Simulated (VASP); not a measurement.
# MgO (P6_3mc) in VASP: further runs

MgO is run at these levels: r2SCAN; tasks: single point.

All numbers are computed with VASP 6.6.1; they aren't measurements. Logs are shortened: lines on timing, memory, paths and dates and some standing lists are left out, and cuts for length are marked.

## 1. The cell of the first run

Symmetry: P6_3mc, No. 186, hexagonal system. Conventional cell: a = 3.338 Å, b = 3.338 Å, c = 4.852 Å, α = 90.00°, β = 90.00°, γ = 120.00°. Within 2.6 Å of Mg (site symmetry 3m) lie 4 O at 1.97 to 2.00 Å. O (site symmetry 3m) has 4 Mg at 1.97 to 2.00 Å within 2.6 Å.

## 2. Single point, r2SCAN (epitaxial xy strain +1.5%)

The input, POSCAR:

```
MgO
1.0
    3.3375405124      0.0000000000      0.0000000000
   -1.6687702562      2.8903948699      0.0000000000
    0.0000000000      0.0000000000      4.8522914223
Mg O
2 2
Direct
    0.3333333333      0.6666666667     -0.0184624423
    0.6666666667      0.3333333333      0.4815375577
    0.3333333333      0.6666666667      0.3934624423
    0.6666666667      0.3333333333      0.8934624423
```

The input, INCAR.step1:

```
ALGO = Normal
EDIFF = 1E-4
ENCUT = 520
GGA = PE
ISMEAR = 0
LASPH = T
LCHARG = F
LREAL = F
LWAVE = T
NBANDS = 16
NELM = 60
PREC = Accurate
SIGMA = 0.01
```

The input, INCAR.step2:

```
ALGO = Normal
EDIFF = 1E-7
ENCUT = 520
ISIF = 2
ISMEAR = 0
ISTART = 1
LASPH = T
LCHARG = F
LMIXTAU = T
LREAL = F
LWAVE = F
METAGGA = R2SCAN
NBANDS = 16
NELM = 60
PREC = Accurate
SIGMA = 0.01
```

The input, KPOINTS:

```
k-points
0
Gamma
  12 12 6
```

Potentials or basis: VASP PAW PBE potentials, release 64 (Mg, O).

Launch:

```sh
$ cat potpaw_PBE.64/Mg/POTCAR potpaw_PBE.64/O/POTCAR > POTCAR
$ cp INCAR.step1 INCAR
$ mpirun -np 1 vasp_std > vasp.out
$ cp INCAR.step2 INCAR
$ mpirun -np 1 vasp_std > vasp.out
```

OUTCAR:

```text
EDIFF = 1E-7
   ENCUT = 520
   ISIF = 2
   ISMEAR = 0
   ISTART = 1
   LASPH = T
   LREAL = F
   METAGGA = R2SCAN
   NELM = 60
   PREC = Accurate

 ion  position               nearest neighbor table
   1  0.333  0.667  0.982-   4 1.97   4 1.97   4 1.97   3 2.00   2 3.10   2 3.10   2 3.10   2 3.10
                             2 3.10   2 3.10
   2  0.667  0.333  0.482-   3 1.97   3 1.97   3 1.97   4 2.00   1 3.10   1 3.10   1 3.10   1 3.10
                             1 3.10   1 3.10
   3  0.333  0.667  0.393-   2 1.97   2 1.97   2 1.97   1 2.00
   4  0.667  0.333  0.893-   1 1.97   1 1.97   1 1.97   2 2.00

  LATTYP: Found a hexagonal cell.
 ALAT       =     3.3375405124
 C/A-ratio  =     1.4538524414

  Lattice vectors:

 A1 = (   3.3375405124,   0.0000000000,   0.0000000000)
 A2 = (  -1.6687702562,   2.8903948699,   0.0000000000)
 A3 = (   0.0000000000,   0.0000000000,   4.8522914223)

Analysis of symmetry for initial positions (statically):
=====================================================================
 Subroutine PRICEL returns:
 Original cell was already a primitive cell.

 Routine SETGRP: Setting up the symmetry group for a
 hexagonal supercell.

 Subroutine GETGRP returns: Found 12 space group operations
 (whereof  6 operations were pure point group operations)
 out of a pool of 24 trial point group operations.

The static configuration has the point symmetry C_3v.
 The point group associated with its full space group is C_6v.

Analysis of symmetry for dynamics (positions and initial velocities):
=====================================================================
 Subroutine PRICEL returns:
 Original cell was already a primitive cell.

 Routine SETGRP: Setting up the symmetry group for a
 hexagonal supercell.

 Subroutine GETGRP returns: Found 12 space group operations
 (whereof  6 operations were pure point group operations)
 out of a pool of 24 trial point group operations.

The dynamic configuration has the point symmetry C_3v.
 The point group associated with its full space group is C_6v.

 Subroutine INISYM returns: Found 12 space group operations
 (whereof  6 operations are pure point group operations),
 and found     1 'primitive' translations

[... 92 lines left out ...]
   ISPIN  =      1    spin polarized calculation?
   LNONCOLLINEAR =      F non collinear calculations
   LSORBIT =      F    spin-orbit coupling
   LASPH  =      T    aspherical Exc in radial PAW
   ENCUT  =  520.0 eV  38.22 Ry    6.18 a.u.   6.21  6.21  9.02*2*pi/ulx,y,z
   NELM   =     60;   NELMIN=  2; NELMDL=  0     # of ELM steps
   EDIFF  = 0.1E-06   stopping-criterion for ELM
   LREAL  =      F    real-space projection
   EDIFFG = 0.1E-05   stopping-criterion for IOM
   NSW    =      0    number of steps for IOM
   IBRION =     -1    ionic relax: 0-MD 1-quasi-New 2-CG
   NFREE  =      0    steps in history (QN), initial steepest desc. (CG)
   ISIF   =      2    stress and relaxation
   ISYM   =      2    0-nonsym 1-usesym 2-fastsym
   POTIM  = 0.5000    time-step for ionic-motion
   TEBEG  =    0.0;   TEEND  =   0.0 temperature during run
   PSTRESS=    0.0 pullay stress
   NELECT =      16.0000    total number of electrons
   NUPDOWN=      -1.0000    fix difference up-down
   EMIN   =  10.00;   EMAX   =-10.00  energy-range for DOS
   EFERMI =   0.00;   METHOD = LEGACY
   ISMEAR =     0;   SIGMA  =   0.01  broadening in eV -4-tet -1-fermi 0-gaus
   EFERMI_NEDOS =   21; number of points for ismear=-14 and -15
   IALGO  =     38    algorithm
   IMIX   =      4    mixing-type and parameters
     AMIX     =   0.40;   BMIX     =  1.00
     AMIX_MAG =   1.60;   BMIX_MAG =  1.00
  volume/ion in A,a.u.               =      11.70        78.97
  Fermi-wavevector in a.u.,A,eV,Ry     =   1.144646  2.163068 17.826558  1.310215
  Thomas-Fermi vector in A             =   2.281338
   LORBIT       =      0    0 simple, 1 ext, 2 COOP (PROOUT), +10 PAW based schemes
   METAGGA = R2SCAN    functional components
   LHFCALC =     F    Hartree Fock is set to
   AEXX    =    0.0000 exact exchange contribution
   IVDW    =     0    specifies the selected vdW correction
   LEPSILON=     F    determine dielectric tensor
   LRPA    =     F    only Hartree local field effects (RPA)
 non-spin polarized calculation
 Gauss-broadening in eV      SIGMA  =   0.01
  energy-cutoff  :      520.00
  volume of cell :       46.81
 maximum number of plane-waves:      1278
 NGX is ok and might be reduce to    28
   NGX = 13   NGY = 13   NGZ = 19

 number of electron      16.0000004 magnetization

 Free energy of the ion-electron system (eV)
  ---------------------------------------------------
  ext. energy  EPLUGINS =         0.00000000
  ---------------------------------------------------
  free energy    TOTEN  =       -31.84819335 eV

  energy without entropy =      -31.84819335  energy(sigma->0) =      -31.84819335

 E-fermi :   1.0020     XC(G=0): -10.2453

 val. band max:        0.9251546691   @ k =   0.0000   0.0000   0.0000
 cond. band min:       4.9631833551   @ k =   0.0000   0.0000   0.0000
 fundamental gap:      4.0380286860
 Fermi energy:         1.0020052127

 k-point     1 :       0.0000    0.0000    0.0000
  band No.  band energies     occupation
      1     -16.4499      2.00000
      2     -15.5873      2.00000
      3      -2.4684      2.00000
      4      -0.1088      2.00000
      5      -0.1088      2.00000
      6       0.3045      2.00000
[... 433 lines left out ...]
      3      -2.0532      2.00000
      4      -1.5050      2.00000
      5      -0.8853      2.00000
      6      -0.4830      2.00000
[... 8 lines left out ...]
     15      16.3163      0.00000
     16      17.2138      0.00000

 [... further k-points ...]
[... 5 lines left out ...]
  --------------------------------------------------------------------------------------
  -------------------------------------------------------------------------------------
  Total       -0.3889859     -0.3889859     -0.1567360      0.0000000      0.0000000      0.0000000
  in kB      -13.3141625    -13.3141625     -5.3647408      0.0000000      0.0000000      0.0000000
  external PRESSURE =     -10.6643552 kB  Pullay stress =       0.0000000 kB

 VOLUME and BASIS-vectors are now :
 -----------------------------------------------------------------------------
  energy-cutoff  :      520.00
  volume of cell :       46.81
      direct lattice vectors                 reciprocal lattice vectors
     3.337540512  0.000000000  0.000000000     0.299621831  0.172986745  0.000000000
    -1.668770256  2.890394870  0.000000000     0.000000000  0.345973490  0.000000000
     0.000000000  0.000000000  4.852291422     0.000000000  0.000000000  0.206088199

 POSITION                                       TOTAL-FORCE (eV/Angst)
 -----------------------------------------------------------------------------------
     -0.00000      1.92693      4.76271        -0.000000     -0.000000      0.005344
      1.66877      0.96346      2.33656         0.000000      0.000000      0.005344
     -0.00000      1.92693      1.90919        -0.000000      0.000000     -0.005344
      1.66877      0.96346      4.33534         0.000000      0.000000     -0.005344
 -----------------------------------------------------------------------------------
    total drift:                               -0.000000      0.000000      0.025916

  FREE ENERGIE OF THE ION-ELECTRON SYSTEM (eV)
  ---------------------------------------------------
  free  energy   TOTEN  =       -31.8481933480 eV

  energy  without entropy=      -31.8481933480  energy(sigma->0) =      -31.84819335
```

Run time: 3.3 min. Hardware: 1 thread of Intel Xeon Platinum 8259CL at 2.50GHz (Skylake/Cascade Lake), shared host; peak memory 0.2 GiB.

What came out:

```yaml
Free_energy: -31.8482 eV
Pressure: -1.1 GPa
Largest_force: 0.005 eV/Å
Band_gap_on_the_k_mesh: 4.04 eV, direct
```

Forces in eV/Å, atoms in the order of the input:
```
Mg   0.000  0.000  0.005
Mg   0.000  0.000  0.005
O    0.000  0.000 -0.005
O    0.000  0.000 -0.005
```

Caveat: the cell differs from its parent crystal (epitaxial xy strain +1.5%); the PAW data sets were made with another functional, which shifts forces and pressure a little. A k mesh can miss the band edges.

## 3. Single point, r2SCAN (strain +3.0%)

The input, POSCAR:

```
MgO
1.0
    3.3868637712      0.0000000000      0.0000000000
   -1.6934318856      2.9331100650      0.0000000000
    0.0000000000      0.0000000000      5.1853971216
Mg O
2 2
Direct
    0.3333333333      0.6666666667     -0.0086890280
    0.6666666667      0.3333333333      0.4913109720
    0.3333333333      0.6666666667      0.3836890280
    0.6666666667      0.3333333333      0.8836890280
```

The input, INCAR.step1:

```
PREC = Accurate ; ENCUT = 520
ISMEAR = 0 ; SIGMA = 0.01
LREAL = False ; LASPH = True
NELM = 60 ; NBANDS = 16
GGA = PE ; ALGO = Normal
EDIFF = 1E-4 ; LWAVE = True
LCHARG = False
```

The input, INCAR.step2:

```
PREC = Accurate ; ENCUT = 520
EDIFF = 1E-6 ; ISMEAR = 0
SIGMA = 0.01 ; LREAL = False
LASPH = True ; NELM = 60
ALGO = Normal ; ISIF = 2
LWAVE = False ; LCHARG = False
METAGGA = R2SCAN ; LMIXTAU = True
NBANDS = 16 ; ISTART = 1
```

The input, KPOINTS:

```
regular mesh
0
Gamma
  12 12 6
```

Potentials or basis: VASP PAW PBE potentials, release 64 (Mg, O).

Launch:

```sh
$ cat potpaw_PBE.64/Mg/POTCAR potpaw_PBE.64/O/POTCAR > POTCAR
$ cp INCAR.step1 INCAR
$ mpirun -np 1 vasp_std > vasp.out
$ cp INCAR.step2 INCAR
$ mpirun -np 1 vasp_std > vasp.out
```

Wall time 2.9 min (1 thread of Intel Xeon Platinum 8259CL at 2.50GHz (Skylake/Cascade Lake), shared host); peak memory 0.21 GiB.

It converged, with:

| Item | Value |
| --- | --- |
| Free energy | -31.7061 eV |
| Pressure | -10.0 GPa |
| Band gap on the k mesh | 3.73 eV, direct |

Stress tensor (GPa, compression positive):
```
-10.65   0.00   0.00
  0.00 -10.65   0.00
  0.00   0.00  -8.59
```

Levels at points of the mesh, in eV from the valence-band top:
| k point | band 4 | band 5 | band 6 | band 7 | band 8 | band 9 | band 10 | band 11 | band 12 | band 13 |
| --- | --- | --- | --- | --- | --- | --- | --- | --- | --- | --- |
| (0.00, 0.00, 0.00) | -0.62 | -0.62 | -0.32 | -0.32 | 0.00 | 3.73 | 8.76 | 10.46 | 14.57 | 14.57 |
| (0.50, 0.00, 0.00) | -2.00 | -1.56 | -1.13 | -0.72 | -0.43 | 8.19 | 8.41 | 9.50 | 11.11 | 13.29 |
| (0.00, 0.00, 0.50) | -1.82 | -0.47 | -0.47 | -0.47 | -0.47 | 6.15 | 6.15 | 13.41 | 13.41 | 15.02 |
| (0.50, 0.00, 0.50) | -2.82 | -0.80 | -0.80 | -0.63 | -0.63 | 7.77 | 7.77 | 11.08 | 11.08 | 13.87 |

Caveat: the cell differs from its parent crystal (strain +3.0%); the PAW data sets were made with another functional, which shifts forces and pressure a little. A k mesh can miss the band edges.
